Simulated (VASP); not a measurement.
# HfO2 (Fm-3m) in VASP: notebook, part 2 of 2

VASP 6.6.1.

## (4) Relaxation of cell and atoms, r2SCAN

This run uses another cell than the first one, of 10.62 Å³/atom, 0.984 times its volume.

POSCAR

```
HfO2
1.0
    0.0000000000      2.5160796100      2.5160796100
    2.5160796100      0.0000000000      2.5160796100
    2.5160796100      2.5160796100      0.0000000000
Hf O
1 2
Direct
    0.0000000000      0.0000000000      0.0000000000
    0.7500000000      0.7500000000      0.7500000000
    0.2500000000      0.2500000000      0.2500000000
```

INCAR.step1

```
SYSTEM = HfO2
PREC = Accurate
ENCUT = 600
ISMEAR = 0
SIGMA = 0.1
LREAL = .False.
LASPH = .True.
NELM = 60
GGA = PE
ALGO = Normal
EDIFF = 1E-4
LWAVE = .True.
LCHARG = .False.
```

INCAR.step2

```
SYSTEM = HfO2
PREC = Accurate
ENCUT = 600
EDIFF = 1E-6
ISMEAR = 0
SIGMA = 0.1
LREAL = .False.
LASPH = .True.
NELM = 60
ALGO = Normal
ISIF = 3
LWAVE = .False.
LCHARG = .False.
METAGGA = R2SCAN
LMIXTAU = .True.
IBRION = 2
NSW = 90
EDIFFG = -0.04
ISTART = 1
```

KPOINTS

```
Automatic mesh
0
Gamma
  6 6 6
  0 0 0
```

Potentials or basis: VASP PAW PBE potentials, release 64 (Hf_pv, O).

The run is started by

```sh
$ cat potpaw_PBE.64/Hf_pv/POTCAR potpaw_PBE.64/O/POTCAR > POTCAR
$ cp INCAR.step1 INCAR
$ mpirun -np 1 vasp_std > vasp.out
$ cp INCAR.step2 INCAR
$ mpirun -np 1 vasp_std > vasp.out
```

OUTCAR:

```text
SYSTEM = HfO2
   PREC = Accurate
   ENCUT = 600
   EDIFF = 1E-6
   ISMEAR = 0
   LREAL = .False.
   LASPH = .True.
   NELM = 60
   ISIF = 3
   METAGGA = R2SCAN
   IBRION = 2
   NSW = 90
   EDIFFG = -0.04
   ISTART = 1

 ion  position               nearest neighbor table
   1  0.000  0.000  0.000-   2 2.18   2 2.18   2 2.18   2 2.18   3 2.18   3 2.18   3 2.18   3 2.18

   2  0.750  0.750  0.750-   1 2.18   1 2.18   1 2.18   1 2.18
   3  0.250  0.250  0.250-   1 2.18   1 2.18   1 2.18   1 2.18

  LATTYP: Found a face centered cubic cell.
 ALAT       =     5.0321592200

  Lattice vectors:

 A1 = (   0.0000000000,   2.5160796100,   2.5160796100)
 A2 = (   2.5160796100,   0.0000000000,   2.5160796100)
 A3 = (   2.5160796100,   2.5160796100,   0.0000000000)

Analysis of symmetry for initial positions (statically):
=====================================================================
 Subroutine PRICEL returns:
 Original cell was already a primitive cell.

 Routine SETGRP: Setting up the symmetry group for a
 face centered cubic supercell.

 Subroutine GETGRP returns: Found 48 space group operations
 (whereof 48 operations were pure point group operations)
 out of a pool of 48 trial point group operations.

The static configuration has the point symmetry O_h .

Analysis of symmetry for dynamics (positions and initial velocities):
=====================================================================
 Subroutine PRICEL returns:
 Original cell was already a primitive cell.

 Routine SETGRP: Setting up the symmetry group for a
 face centered cubic supercell.

 Subroutine GETGRP returns: Found 48 space group operations
 (whereof 48 operations were pure point group operations)
 out of a pool of 48 trial point group operations.

The dynamic configuration has the point symmetry O_h .

 Subroutine INISYM returns: Found 48 space group operations
 (whereof 48 operations are pure point group operations),
 and found     1 'primitive' translations

----------------------------------------------------------------------------------------

                                     Primitive cell

  volume of cell :      31.8569

  direct lattice vectors                    reciprocal lattice vectors
     0.000000000  2.516079610  2.516079610    -0.198721852  0.198721852  0.198721852
     2.516079610  0.000000000  2.516079610     0.198721852 -0.198721852  0.198721852
     2.516079610  2.516079610  0.000000000     0.198721852  0.198721852 -0.198721852

  length of vectors
     3.558273908  3.558273908  3.558273908     0.344196344  0.344196344  0.344196344

  position of ions in fractional coordinates (direct lattice)
     0.000000000  0.000000000  0.000000000
     0.750000000  0.750000000  0.750000000
     0.250000000  0.250000000  0.250000000

  ion indices of the primitive-cell ions
   primitive index   ion index
                 1           1
                 2           2
                 3           3

[... 43 lines left out ...]
 -0.333333  0.500000  0.166667     12.000000
   k-points           NKPTS =     16   k-points in BZ     NKDIM =     16   number of bands    NBANDS=     15
   number of dos      NEDOS =    301   number of ions     NIONS =      3
   total plane-waves  NPLWV =  21952
   dimension x,y,z NGX =    28 NGY =   28 NGZ =   28
   dimension x,y,z NGXF=    56 NGYF=   56 NGZF=   56
   ions per type =               1   2
   NGX,Y,Z   is equivalent  to a cutoff of  13.08, 13.08, 13.08 a.u.
   NGXF,Y,Z  is equivalent  to a cutoff of  26.16, 26.16, 26.16 a.u.
 SYSTEM =  HfO2
   PREC   = accura    normal or accurate (medium, high low for compatibility)
   ISTART =      1    job   : 0-new  1-cont  2-samecut
   ICHARG =      0    charge: 1-file 2-atom 10-const
   ISPIN  =      1    spin polarized calculation?
   LNONCOLLINEAR =      F non collinear calculations
   LSORBIT =      F    spin-orbit coupling
   LASPH  =      T    aspherical Exc in radial PAW
   ENCUT  =  600.0 eV  44.10 Ry    6.64 a.u.   7.11  7.11  7.11*2*pi/ulx,y,z
   NELM   =     60;   NELMIN=  2; NELMDL=  0     # of ELM steps
   EDIFF  = 0.1E-05   stopping-criterion for ELM
   LREAL  =      F    real-space projection
   EDIFFG = -.4E-01   stopping-criterion for IOM
   NSW    =     90    number of steps for IOM
   IBRION =      2    ionic relax: 0-MD 1-quasi-New 2-CG
   NFREE  =      1    steps in history (QN), initial steepest desc. (CG)
   ISIF   =      3    stress and relaxation
   ISYM   =      2    0-nonsym 1-usesym 2-fastsym
   POTIM  = 0.5000    time-step for ionic-motion
   TEBEG  =    0.0;   TEEND  =   0.0 temperature during run
   PSTRESS=    0.0 pullay stress
   NELECT =      22.0000    total number of electrons
   NUPDOWN=      -1.0000    fix difference up-down
   EMIN   =  10.00;   EMAX   =-10.00  energy-range for DOS
   EFERMI =   0.00;   METHOD = LEGACY
   ISMEAR =     0;   SIGMA  =   0.10  broadening in eV -4-tet -1-fermi 0-gaus
   EFERMI_NEDOS =   21; number of points for ismear=-14 and -15
   IALGO  =     38    algorithm
   IMIX   =      4    mixing-type and parameters
     AMIX     =   0.40;   BMIX     =  1.00
     AMIX_MAG =   1.60;   BMIX_MAG =  1.00
  volume/ion in A,a.u.               =      10.62        71.66
  Fermi-wavevector in a.u.,A,eV,Ry     =   1.447043  2.734514 28.489682  2.093933
  Thomas-Fermi vector in A             =   2.565043
   LORBIT       =      0    0 simple, 1 ext, 2 COOP (PROOUT), +10 PAW based schemes
   METAGGA = R2SCAN    functional components
   LHFCALC =     F    Hartree Fock is set to
   AEXX    =    0.0000 exact exchange contribution
   IVDW    =     0    specifies the selected vdW correction
   LEPSILON=     F    determine dielectric tensor
   LRPA    =     F    only Hartree local field effects (RPA)
 conjugate gradient relaxation of ions
 non-spin polarized calculation
 Gauss-broadening in eV      SIGMA  =   0.10
  energy-cutoff  :      600.00
  volume of cell :       31.86
 maximum number of plane-waves:      1090
   NGX = 15   NGY = 15   NGZ = 15

 number of electron      21.9999995 magnetization

 Free energy of the ion-electron system (eV)
  ---------------------------------------------------
  ext. energy  EPLUGINS =         0.00000000
  ---------------------------------------------------
  free energy    TOTEN  =       -68.56021756 eV

  energy without entropy =      -68.56021756  energy(sigma->0) =      -68.56021756

 E-fermi :   4.6236     XC(G=0): -12.7096

 val. band max:        4.1000830724   @ k =   0.5000   0.5000   0.0000
 cond. band min:       8.4633117177   @ k =   0.5000   0.5000   0.0000
 fundamental gap:      4.3632286453
 Fermi energy:         4.6236300110

 k-point     1 :       0.0000    0.0000    0.0000
  band No.  band energies     occupation
      1     -26.4466      2.00000
      2     -26.4466      2.00000
      3     -26.4466      2.00000
      4     -15.7702      2.00000
      5     -12.6567      2.00000
      6      -1.4832      2.00000
      7      -1.4832      2.00000
      8      -1.4832      2.00000
      9       3.4526      2.00000
     10       3.4526      2.00000
     11       3.4526      2.00000
     12       8.5656      0.00000
     13       8.5656      0.00000
     14      10.7524      0.00000
[... 257 lines left out ...]
      2     -26.6822      2.00000
      3     -26.5822      2.00000
      4     -13.8712      2.00000
      5     -13.6249      2.00000
      6      -1.9555      2.00000
      7      -0.4621      2.00000
      8       0.9298      2.00000
      9       1.9454      2.00000
     10       2.6191      2.00000
     11       3.9350      2.00000
     12       9.1346      0.00000
     13      10.0792      0.00000
     14      11.6552      0.00000
     15      12.3099      0.00000

------------------------ aborting loop because EDIFF is reached ----------------------------------------

  FORCE on cell =-STRESS in cart. coord.  units (eV):
  Direction    XX          YY          ZZ          XY          YZ          ZX
  --------------------------------------------------------------------------------------
  -------------------------------------------------------------------------------------
  Total       -0.0132346     -0.0132346     -0.0132346      0.0000000      0.0000000      0.0000000
  in kB       -0.6656074     -0.6656074     -0.6656074      0.0000000      0.0000000      0.0000000
  external PRESSURE =      -0.6656074 kB  Pullay stress =       0.0000000 kB

 VOLUME and BASIS-vectors are now :
 -----------------------------------------------------------------------------
  energy-cutoff  :      600.00
  volume of cell :       31.86
      direct lattice vectors                 reciprocal lattice vectors
     0.000000000  2.516079610  2.516079610    -0.198721852  0.198721852  0.198721852
     2.516079610  0.000000000  2.516079610     0.198721852 -0.198721852  0.198721852
     2.516079610  2.516079610  0.000000000     0.198721852  0.198721852 -0.198721852

 POSITION                                       TOTAL-FORCE (eV/Angst)
 -----------------------------------------------------------------------------------
      0.00000      0.00000      0.00000         0.000000     -0.000000      0.000000
      3.77412      3.77412      3.77412         0.000000      0.000000     -0.000000
      1.25804      1.25804      1.25804        -0.000000     -0.000000      0.000000
 -----------------------------------------------------------------------------------
    total drift:                                0.000000      0.000000      0.000000

  FREE ENERGIE OF THE ION-ELECTRON SYSTEM (eV)
  ---------------------------------------------------
  free  energy   TOTEN  =       -68.5602175577 eV

  energy  without entropy=      -68.5602175577  energy(sigma->0) =      -68.56021756

 reached required accuracy - stopping structural energy minimisation
```

Wall time 38 s (1 thread of Intel Xeon Platinum 8259CL at 2.50GHz (Skylake/Cascade Lake), shared host); peak memory 0.16 GiB.

Results:

```yaml
Free_energy: -68.5602 eV
Pressure_after_relaxing: -0.1 GPa
Band_gap_on_the_k_mesh: 4.36 eV, direct
```

Final structure:
```
Hf O
1.0
     0.00000    2.51608    2.51608
     2.51608    0.00000    2.51608
     2.51608    2.51608    0.00000
Hf O
1 2
Direct
  0.00000 0.00000 0.00000
  0.75000 0.75000 0.75000
  0.25000 0.25000 0.25000
```

Levels at points of the mesh, in eV from the valence-band top:
```
           k point  band 7  band 8  band 9  band 10  band 11  band 12  band 13  band 14  band 15
(0.00, 0.00, 0.00)   -5.58   -5.58   -0.65    -0.65    -0.65     4.47     4.47     6.65    11.29
(0.50, 0.00, 0.00)   -4.49   -3.10   -2.86    -1.92    -1.92     5.19     5.19     7.71     9.70
(0.50, 0.50, 0.00)   -3.63   -3.63   -1.59    -1.59     0.00     4.36     6.14     7.39     8.88
```

Caveat: the relaxation stopped at its first step, so nothing moved; the PAW data sets were made with another functional, which shifts forces and pressure a little; spin-orbit coupling is left out, which moves the levels of the heavy elements. r2SCAN opens gaps a little over a GGA but as a rule still falls short of measured ones.

## (5) Relaxation of cell and atoms, r2SCAN

POSCAR

```
HfO2
1.0
    0.0000000000      2.5293068884      2.5293068884
    2.5293068884      0.0000000000      2.5293068884
    2.5293068884      2.5293068884      0.0000000000
Hf O
1 2
Direct
    0.0000000000      0.0000000000      0.0000000000
    0.7500000000      0.7500000000      0.7500000000
    0.2500000000      0.2500000000      0.2500000000
```

INCAR.step1

```
SYSTEM = HfO2
ALGO = Normal
EDIFF = 1E-4
ENCUT = 600
GGA = PE
ISMEAR = 0
LASPH = .True.
LCHARG = .False.
LREAL = .False.
LWAVE = .True.
NELM = 80
PREC = Accurate
SIGMA = 0.02
```

INCAR.step2

```
SYSTEM = HfO2
ALGO = Normal
EDIFF = 1E-6
EDIFFG = -0.01
ENCUT = 600
IBRION = 2
ISIF = 3
ISMEAR = 0
ISTART = 1
LASPH = .True.
LCHARG = .False.
LMIXTAU = .True.
LREAL = .False.
LWAVE = .False.
METAGGA = R2SCAN
NELM = 80
NSW = 100
PREC = Accurate
SIGMA = 0.02
```

KPOINTS

```
k-points
0
Gamma
  8 8 8
  0 0 0
```

The run is started by

```sh
$ cat potpaw_PBE.64/Hf_pv/POTCAR potpaw_PBE.64/O/POTCAR > POTCAR
$ cp INCAR.step1 INCAR
$ mpirun -np 1 vasp_std > vasp.out
$ cp INCAR.step2 INCAR
$ mpirun -np 1 vasp_std > vasp.out
```

Wall time 3.9 min (1 thread of Intel Xeon Platinum 8259CL at 2.50GHz (Skylake/Cascade Lake), shared host); peak memory 0.19 GiB.

The run converged. Its results:

```yaml
Free_energy: -68.5615 eV
Relaxed_volume: 10.62 Å³/atom
Relaxed_cell: a = 3.558 Å, b = 3.558 Å, c = 3.558 Å, α = 60.00°, β = 60.00°, γ = 60.00°
Space_group_after_relaxing_to_0.05_Å: Fm-3m (No. 225)
Energy_gained_by_relaxing: 2.3 meV/atom
Ionic_steps: 3
Pressure_after_relaxing: -0.1 GPa
Band_gap_on_the_k_mesh: 4.36 eV, direct
```

Step by step:
```tsv
step	energy change (eV)	largest force (eV/Å)	pressure (GPa)	volume (Å³)
1	0.0000	0.0000	-4.30	32.36
2	0.0126	0.0000	7.71	31.03
3	-0.0068	0.0000	-0.13	31.86
```

Final structure:
```
Hf O
1.0
     0.00000    2.51610    2.51610
     2.51610    0.00000    2.51610
     2.51610    2.51610    0.00000
Hf O
1 2
Direct
  0.00000 0.00000 0.00000
  0.75000 0.75000 0.75000
  0.25000 0.25000 0.25000
```

Levels at points of the mesh, in eV from the valence-band top:
| k point | band 7 | band 8 | band 9 | band 10 | band 11 | band 12 | band 13 | band 14 | band 15 |
| --- | --- | --- | --- | --- | --- | --- | --- | --- | --- |
| (0.00, 0.00, 0.00) | -5.58 | -5.58 | -0.65 | -0.65 | -0.65 | 4.47 | 4.47 | 6.65 | 11.29 |
| (0.50, 0.00, 0.00) | -4.48 | -3.10 | -2.86 | -1.92 | -1.92 | 5.19 | 5.19 | 7.71 | 9.70 |
| (0.50, 0.50, 0.00) | -3.63 | -3.63 | -1.59 | -1.59 | 0.00 | 4.36 | 6.14 | 7.39 | 8.88 |

Caveat: the PAW data sets were made with another functional, which shifts forces and pressure a little; spin-orbit coupling is left out, which moves the levels of the heavy elements.

## (6) The runs side by side

```tsv
task	cell	k mesh	cutoff (eV)	smearing	gap on the mesh (eV)	pressure (GPa)
single point	a = 3.577 Å, angles 60.0°, 3 atoms	6 × 6 × 6	520	gaussian 0.1 eV	4.31	-4.0
single point	a = 3.577 Å, angles 60.0°, 3 atoms	8 × 8 × 8	520	gaussian 0.02 eV	4.32	-4.0
relaxation of cell and atoms	relaxed from a = 3.558 Å, angles 60.0°, 3 atoms	6 × 6 × 6	600	gaussian 0.1 eV	4.36	-0.1
relaxation of cell and atoms	relaxed from a = 3.577 Å, angles 60.0°, 3 atoms	8 × 8 × 8	600	gaussian 0.02 eV	4.36	-0.1
```

Alike in all rows: level r2SCAN; potentials or basis VASP PAW PBE potentials, release 64 (Hf_pv, O); no spin polarisation.

Caveats: the PAW data sets were made with another functional, which shifts forces and pressure a little; spin-orbit coupling is left out, which moves the levels of the heavy elements; the relaxation stopped at its first step, so nothing moved (some runs).

Absolute energies hang on the potentials; compare differences alone.
